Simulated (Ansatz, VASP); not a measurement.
# CdSe: VASP beside Ansatz

```
Cd Se
1.0
     0.00000    3.07027    3.07027
     3.07027    0.00000    3.07027
     3.07027    3.07027    0.00000
Cd Se
1 1
Direct
  0.00000 0.00000 0.00000
  0.25000 0.25000 0.25000
```

Alike in both runs: task relaxation of cell and atoms; functional LDA; k mesh 8 × 8 × 8; occupations fermi-dirac, width 0.05 eV; no spin polarisation.

|  | VASP | Ansatz |
| --- | --- | --- |
| version | VASP 6.6.1 | Ansatz 0.2.0 |
| potentials or method | VASP PAW LDA potentials, release 64 (Cd, Se) | Ansatz PAW |
| plane-wave cutoff (eV) | 600 | 420 |
| valence electrons in the cell | 18 | 36 |

Ansatz gave:

```
relaxed volume (Å³/atom)                                        : 27.11
relaxed length of the cell vector where the two differ most in proportion (Å) : 4.248
```

Estimate VASP's values.

relaxed volume (Å³/atom): 27.31; relaxed length of the cell vector where the two differ most in proportion (Å): 4.259.

LDA's correlation is that of Perdew and Zunger in VASP and of Perdew and Wang (1992) in Ansatz. VASP's potentials hold 18 valence electrons a cell and Ansatz's 36, so a difference there can come from the potentials and not from the codes.

Noted on Ansatz's run: the plane-wave basis is chosen anew once the cell has moved, so the energies of steps on either side of that aren't comparable.
